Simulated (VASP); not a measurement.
# Al (Fm-3m) in VASP: single point with PBE

Aim: the single point of Al with PBE.

Everything below comes from runs of VASP 6.6.1. Logs are shortened: lines on timing, memory, paths and dates and some standing lists are left out, and cuts for length are marked.

**1. The cell of the first run**

The structure is cubic, space group Fm-3m (No. 225). The conventional cell has a = 4.050 Å, b = 4.050 Å, c = 4.050 Å, α = 90.00°, β = 90.00°, γ = 90.00°. Al (site symmetry m-3m) has 12 Al at 2.86 Å within 3.8 Å.

**2. Single point, PBE**

INCAR reads:

```
SYSTEM = Al
PREC = Accurate ; ENCUT = 520
EDIFF = 1E-7 ; ISMEAR = 0
SIGMA = 0.05 ; LREAL = .FALSE.
LASPH = .TRUE. ; NELM = 60
ALGO = Normal ; ISIF = 2
LWAVE = .FALSE. ; LCHARG = .FALSE.
GGA = PE ; NBANDS = 8
```

KPOINTS reads:

```
regular mesh
0
G
  21 21 21
  0 0 0
```

POSCAR reads:

```
Al
1.0
    0.0000000000      2.0248050000      2.0248050000
    2.0248050000      0.0000000000      2.0248050000
    2.0248050000      2.0248050000      0.0000000000
Al
1
Direct
    0.0000000000      0.0000000000      0.0000000000
```

Potentials or basis: VASP PAW PBE potentials, release 64 (Al).

The run is started by

```bash
cat potpaw_PBE.64/Al/POTCAR > POTCAR
mpirun -np 1 vasp_std > vasp.out
```

OUTCAR:

```text
SYSTEM = Al
   PREC = Accurate
   ENCUT = 520
   EDIFF = 1E-7
   ISMEAR = 0
   LREAL = .FALSE.
   LASPH = .TRUE.
   NELM = 60
   ISIF = 2
   GGA = PE

 ion  position               nearest neighbor table
   1  0.000  0.000  0.000-

  LATTYP: Found a face centered cubic cell.
 ALAT       =     4.0496100000

  Lattice vectors:

 A1 = (   0.0000000000,   2.0248050000,   2.0248050000)
 A2 = (   2.0248050000,   0.0000000000,   2.0248050000)
 A3 = (   2.0248050000,   2.0248050000,   0.0000000000)

Analysis of symmetry for initial positions (statically):
=====================================================================
 Subroutine PRICEL returns:
 Original cell was already a primitive cell.

 Routine SETGRP: Setting up the symmetry group for a
 face centered cubic supercell.

 Subroutine GETGRP returns: Found 48 space group operations
 (whereof 48 operations were pure point group operations)
 out of a pool of 48 trial point group operations.

The static configuration has the point symmetry O_h .

Analysis of symmetry for dynamics (positions and initial velocities):
=====================================================================
 Subroutine PRICEL returns:
 Original cell was already a primitive cell.

 Routine SETGRP: Setting up the symmetry group for a
 face centered cubic supercell.

 Subroutine GETGRP returns: Found 48 space group operations
 (whereof 48 operations were pure point group operations)
 out of a pool of 48 trial point group operations.

The dynamic configuration has the point symmetry O_h .

 Subroutine INISYM returns: Found 48 space group operations
 (whereof 48 operations are pure point group operations),
 and found     1 'primitive' translations

----------------------------------------------------------------------------------------

                                     Primitive cell

  volume of cell :      16.6027

  direct lattice vectors                    reciprocal lattice vectors
     0.000000000  2.024805000  2.024805000    -0.246937359  0.246937359  0.246937359
     2.024805000  0.000000000  2.024805000     0.246937359 -0.246937359  0.246937359
     2.024805000  2.024805000  0.000000000     0.246937359  0.246937359 -0.246937359

  length of vectors
     2.863506692  2.863506692  2.863506692     0.427708053  0.427708053  0.427708053

  position of ions in fractional coordinates (direct lattice)
     0.000000000  0.000000000  0.000000000

  ion indices of the primitive-cell ions
   primitive index   ion index
                 1           1

----------------------------------------------------------------------------------------

 KPOINTS: regular mesh

Automatic generation of k-mesh.
 Grid dimensions read from file:
 generate k-points for:   21   21   21

 Generating k-lattice:

  Cartesian coordinates                     Fractional coordinates (reciprocal lattice)
    -0.011758922  0.011758922  0.011758922     0.047619048  0.000000000  0.000000000
     0.011758922 -0.011758922  0.011758922     0.000000000  0.047619048  0.000000000
     0.011758922  0.011758922 -0.011758922     0.000000000  0.000000000  0.047619048

  Length of vectors
     0.020367050  0.020367050  0.020367050

  Shift w.r.t. Gamma in fractional coordinates (k-lattice)
     0.000000000  0.000000000  0.000000000

 Subroutine IBZKPT returns following result:
 ===========================================

 Found    286 irreducible k-points:

 Following reciprocal coordinates:
            Coordinates               Weight
  0.000000  0.000000  0.000000      1.000000
  0.047619  0.000000  0.000000      8.000000
  0.095238  0.000000  0.000000      8.000000
  0.142857  0.000000  0.000000      8.000000
  0.190476  0.000000  0.000000      8.000000
  0.238095  0.000000  0.000000      8.000000
[... 16 lines left out ...]
 -0.428571  0.047619  0.000000     24.000000
 -0.380952  0.047619  0.000000     24.000000
 [... further k-points ...]
   k-points           NKPTS =    286   k-points in BZ     NKDIM =    286   number of bands    NBANDS=      8
   number of dos      NEDOS =    301   number of ions     NIONS =      1
   total plane-waves  NPLWV =  13824
   dimension x,y,z NGX =    24 NGY =   24 NGZ =   24
   dimension x,y,z NGXF=    48 NGYF=   48 NGZF=   48
   ions per type =               1
   NGX,Y,Z   is equivalent  to a cutoff of  13.93, 13.93, 13.93 a.u.
   NGXF,Y,Z  is equivalent  to a cutoff of  27.87, 27.87, 27.87 a.u.
 SYSTEM =  Al
   PREC   = accura    normal or accurate (medium, high low for compatibility)
   ISTART =      0    job   : 0-new  1-cont  2-samecut
   ICHARG =      2    charge: 1-file 2-atom 10-const
   ISPIN  =      1    spin polarized calculation?
   LNONCOLLINEAR =      F non collinear calculations
   LSORBIT =      F    spin-orbit coupling
   LASPH  =      T    aspherical Exc in radial PAW
   ENCUT  =  520.0 eV  38.22 Ry    6.18 a.u.   5.32  5.32  5.32*2*pi/ulx,y,z
   NELM   =     60;   NELMIN=  2; NELMDL= -5     # of ELM steps
   EDIFF  = 0.1E-06   stopping-criterion for ELM
   LREAL  =      F    real-space projection
   EDIFFG = 0.1E-05   stopping-criterion for IOM
   NSW    =      0    number of steps for IOM
   IBRION =     -1    ionic relax: 0-MD 1-quasi-New 2-CG
   NFREE  =      0    steps in history (QN), initial steepest desc. (CG)
   ISIF   =      2    stress and relaxation
   ISYM   =      2    0-nonsym 1-usesym 2-fastsym
   POTIM  = 0.5000    time-step for ionic-motion
   TEBEG  =    0.0;   TEEND  =   0.0 temperature during run
   PSTRESS=    0.0 pullay stress
   NELECT =       3.0000    total number of electrons
   NUPDOWN=      -1.0000    fix difference up-down
   EMIN   =  10.00;   EMAX   =-10.00  energy-range for DOS
   EFERMI =   0.00;   METHOD = LEGACY
   ISMEAR =     0;   SIGMA  =   0.05  broadening in eV -4-tet -1-fermi 0-gaus
   EFERMI_NEDOS =   21; number of points for ismear=-14 and -15
   IALGO  =     38    algorithm
   IMIX   =      4    mixing-type and parameters
     AMIX     =   0.40;   BMIX     =  1.00
     AMIX_MAG =   1.60;   BMIX_MAG =  1.00
  volume/ion in A,a.u.               =      16.60       112.04
  Fermi-wavevector in a.u.,A,eV,Ry     =   0.925526  1.748991 11.654733  0.856599
  Thomas-Fermi vector in A             =   2.051390
   LORBIT       =      0    0 simple, 1 ext, 2 COOP (PROOUT), +10 PAW based schemes
   GGA     = PE    functional components
   LHFCALC =     F    Hartree Fock is set to
   AEXX    =    0.0000 exact exchange contribution
   IVDW    =     0    specifies the selected vdW correction
   LEPSILON=     F    determine dielectric tensor
   LRPA    =     F    only Hartree local field effects (RPA)
 non-spin polarized calculation
 Gauss-broadening in eV      SIGMA  =   0.05
  energy-cutoff  :      520.00
  volume of cell :       16.60
 maximum number of plane-waves:       460
 NGX is ok and might be reduce to    24
   NGX = 11   NGY = 11   NGZ = 11

 number of electron       3.0000000 magnetization

 Free energy of the ion-electron system (eV)
  ---------------------------------------------------
  ext. energy  EPLUGINS =         0.00000000
  ---------------------------------------------------
  free energy    TOTEN  =        -3.74806936 eV

  energy without entropy =       -3.74762597  energy(sigma->0) =       -3.74784767

 E-fermi :   7.9517     XC(G=0): -10.1740

 val. band max:        7.9470595161   @ k =  -0.3333   0.4762   0.1905
 cond. band min:       7.9520706056   @ k =  -0.3333   0.0476   0.0000
 fundamental gap:      0.0050110895
 Fermi energy:         7.9517280532

 k-point     1 :       0.0000    0.0000    0.0000
  band No.  band energies     occupation
      1      -3.1560      2.00000
      2      20.5204      0.00000
      3      20.5204      0.00000
      4      20.5204      0.00000
      5      21.9657      0.00000
      6      21.9657      0.00000
      7      21.9657      0.00000
      8      24.3564      0.00000

 k-point     2 :       0.0476    0.0000    0.0000
  band No.  band energies     occupation
      1      -3.0946      2.00000
      2      19.2990      0.00000
      3      20.2724      0.00000
      4      20.2724      0.00000
      5      22.3095      0.00000
      6      22.3095      0.00000
      7      22.4908      0.00000
      8      25.0089      0.00000

 k-point     3 :       0.0952    0.0000    0.0000
  band No.  band energies     occupation
      1      -2.9105      2.00000
      2      17.4248      0.00000
      3      19.8319      0.00000
      4      19.8319      0.00000
      5      22.6415      0.00000
      6      23.0233      0.00000
      7      23.0233      0.00000
      8      26.0943      0.00000

 k-point     4 :       0.1429    0.0000    0.0000
  band No.  band energies     occupation
      1      -2.6043      2.00000
      2      15.5026      0.00000
      3      19.4189      0.00000
      4      19.4189      0.00000
      5      22.5379      0.00000
      6      23.7658      0.00000
      7      23.7658      0.00000
      8      25.2723      0.00000

 k-point     5 :       0.1905    0.0000    0.0000
  band No.  band energies     occupation
      1      -2.1768      2.00000
      2      13.6190      0.00000
      3      19.0846      0.00000
      4      19.0846      0.00000
      5      22.3843      0.00000
      6      23.6616      0.00000
      7      23.6616      0.00000
      8      25.4244      0.00000

 k-point     6 :       0.2381    0.0000    0.0000
  band No.  band energies     occupation
      1      -1.6289      2.00000
      2      11.8036      0.00000
      3      18.8435      0.00000
      4      18.8435      0.00000
      5      22.2559      0.00000
      6      22.8473      0.00000
      7      22.8473      0.00000
      8      26.4526      0.00000

 k-point     7 :       0.2857    0.0000    0.0000
  band No.  band energies     occupation
      1      -0.9620      2.00000
      2      10.0709      0.00000
      3      18.7009      0.00000
      4      18.7009      0.00000
      5      22.0104      0.00000
      6      22.0104      0.00000
      7      22.1904      0.00000
      8      25.9936      0.00000

 k-point     8 :       0.3333    0.0000    0.0000
  band No.  band energies     occupation
      1      -0.1779      2.00000
      2       8.4291      0.00000
      3      18.6592      0.00000
      4      18.6592      0.00000
      5      21.2450      0.00000
      6      21.2450      0.00000
      7      22.2095      0.00000
      8      25.2006      0.00000

 k-point     9 :       0.3810    0.0000    0.0000
  band No.  band energies     occupation
      1       0.7217      2.00000
      2       6.8841      2.00000
      3      18.7197      0.00000
      4      18.7197      0.00000
      5      20.5715      0.00000
      6      20.5715      0.00000
      7      22.3258      0.00000
      8      24.4808      0.00000

 k-point    10 :       0.4286    0.0000    0.0000
  band No.  band energies     occupation
      1       1.7343      2.00000
      2       5.4402      2.00000
      3      18.8826      0.00000
      4      18.8826      0.00000
      5      19.9970      0.00000
      6      19.9970      0.00000
      7      22.5455      0.00000
      8      23.8484      0.00000
[... 78 lines left out ...]
 k-point    18 :       0.3333    0.0476    0.0000
  band No.  band energies     occupation
      1      -0.3986      2.00000
      2       9.0142      0.00000
      3      17.7246      0.00000
      4      19.0037      0.00000
      5      20.1443      0.00000
      6      22.5080      0.00000
      7      22.9111      0.00000
      8      25.8206      0.00000

 k-point    19 :       0.3810    0.0476    0.0000
  band No.  band energies     occupation
      1       0.4624      2.00000
      2       7.4378      2.00000
      3      17.7488      0.00000
      4      19.0380      0.00000
      5      19.4249      0.00000
      6      21.8113      0.00000
      7      22.9909      0.00000
      8      25.1438      0.00000

 k-point    20 :       0.4286    0.0476    0.0000
  band No.  band energies     occupation
      1       1.4372      2.00000
      2       5.9608      2.00000
      3      17.8765      0.00000
      4      18.8053      0.00000
      5      19.1758      0.00000
      6      21.2083      0.00000
      7      23.1695      0.00000
      8      24.5034      0.00000

 k-point    21 :       0.4762    0.0476    0.0000
  band No.  band energies     occupation
      1       2.5224      2.00000
      2       4.5881      2.00000
      3      18.1082      0.00000
      4      18.2893      0.00000
      5      19.4176      0.00000
      6      20.7042      0.00000
      7      23.4481      0.00000
      8      23.9499      0.00000

 k-point    22 :      -0.4762    0.0476    0.0000
  band No.  band energies     occupation
      1       3.2907      2.00000
      2       3.7479      2.00000
      3      17.8779      0.00000
      4      18.4436      0.00000
      5      19.7639      0.00000
      6      20.3018      0.00000
      7      23.4756      0.00000
      8      23.8482      0.00000

 k-point    23 :      -0.4286    0.0476    0.0000
  band No.  band energies     occupation
      1       2.1489      2.00000
      2       5.0334      2.00000
      3      17.5720      0.00000
      4      18.8816      0.00000
      5      20.0032      0.00000
      6      20.2138      0.00000
      7      23.1241      0.00000
      8      24.3291      0.00000

 k-point    24 :      -0.3810    0.0476    0.0000
  band No.  band energies     occupation
      1       1.0998      2.00000
      2       6.4416      2.00000
      3      17.3719      0.00000
      4      19.4123      0.00000
      5      19.8180      0.00000
      6      20.7651      0.00000
      7      22.8729      0.00000
      8      24.9088      0.00000

 [... further k-points ...]
[... 5 lines left out ...]
  --------------------------------------------------------------------------------------
  -------------------------------------------------------------------------------------
  Total       -0.0474364     -0.0474364     -0.0474364      0.0000000      0.0000000      0.0000000
  in kB       -4.5776524     -4.5776524     -4.5776524      0.0000000      0.0000000      0.0000000
  external PRESSURE =      -4.5776524 kB  Pullay stress =       0.0000000 kB

 VOLUME and BASIS-vectors are now :
 -----------------------------------------------------------------------------
  energy-cutoff  :      520.00
  volume of cell :       16.60
      direct lattice vectors                 reciprocal lattice vectors
     0.000000000  2.024805000  2.024805000    -0.246937359  0.246937359  0.246937359
     2.024805000  0.000000000  2.024805000     0.246937359 -0.246937359  0.246937359
     2.024805000  2.024805000  0.000000000     0.246937359  0.246937359 -0.246937359

 POSITION                                       TOTAL-FORCE (eV/Angst)
 -----------------------------------------------------------------------------------
      0.00000      0.00000      0.00000         0.000000      0.000000      0.000000
 -----------------------------------------------------------------------------------
    total drift:                               -0.000000      0.000000      0.000000

  FREE ENERGIE OF THE ION-ELECTRON SYSTEM (eV)
  ---------------------------------------------------
  free  energy   TOTEN  =        -3.7480693596 eV

  energy  without entropy=       -3.7476259710  energy(sigma->0) =       -3.74784767
```

Wall time 30 s (1 thread of AMD EPYC 7R13 (Zen 3), shared host); peak memory 0.12 GiB.

What came out:

```yaml
Free_energy: -3.7481 eV
Pressure: -0.5 GPa
```
